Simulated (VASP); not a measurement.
# KCl: single point with PBE-based screened hybrid with 50 % exact exchange

The system is KCl.

```
K Cl
1.0
     0.00000    3.50728    3.50728
     3.50728    0.00000    3.50728
     3.50728    3.50728    0.00000
K Cl
1 1
Direct
  0.00000 0.00000 0.00000
  0.25000 0.25000 0.25000
```

- Program: VASP 6.6.1
- Task: single point
- Functional: PBE-based screened hybrid with 50 % exact exchange
- Potentials or basis: VASP PAW PBE potentials, release 64 (K_sv, Cl)
- Cutoff: 520 eV
- k mesh: 4 × 4 × 4
- Occupations: gaussian, width 0.01 eV
- Spin: no spin polarisation
- Dipole correction: no
- Grid for exact exchange (PRECFOCK): Normal
- Share of exact exchange: 0.5
- Further INCAR settings: ALGO = Normal; EDIFF = 1e-06; NBANDS = 15
- Screening parameter: 0.5 1/Å

- Pressure: 0.0 GPa
- Band gap on the k mesh: 6.06 eV (least direct gap 6.09 eV)

Levels at points of the mesh, in eV from the valence-band top:
| k point | band 4 | band 5 | band 6 | band 7 | band 8 | band 9 | band 10 | band 11 | band 12 | band 13 |
| --- | --- | --- | --- | --- | --- | --- | --- | --- | --- | --- |
| (0.00, 0.00, 0.00) | -11.92 | -11.92 | -0.04 | -0.04 | -0.04 | 6.06 | 11.10 | 11.10 | 12.08 | 12.08 |
| (0.50, 0.00, 0.00) | -11.93 | -11.77 | -0.32 | -0.01 | -0.01 | 8.58 | 8.79 | 10.51 | 10.51 | 12.32 |
| (0.50, 0.50, 0.00) | -11.95 | -11.70 | -0.39 | 0.00 | 0.00 | 7.98 | 9.08 | 11.43 | 12.05 | 12.05 |

It took 7.5 min on 1 thread of AMD EPYC 9R45 96-Core Processor (Zen 5), with other jobs on the host, peak memory 0.32 GiB.

Caveat: the structure was generated, so it needn't be the stable form of KCl; the PAW data sets were made with another functional, which shifts forces and pressure a little. A k mesh can miss the band edges.
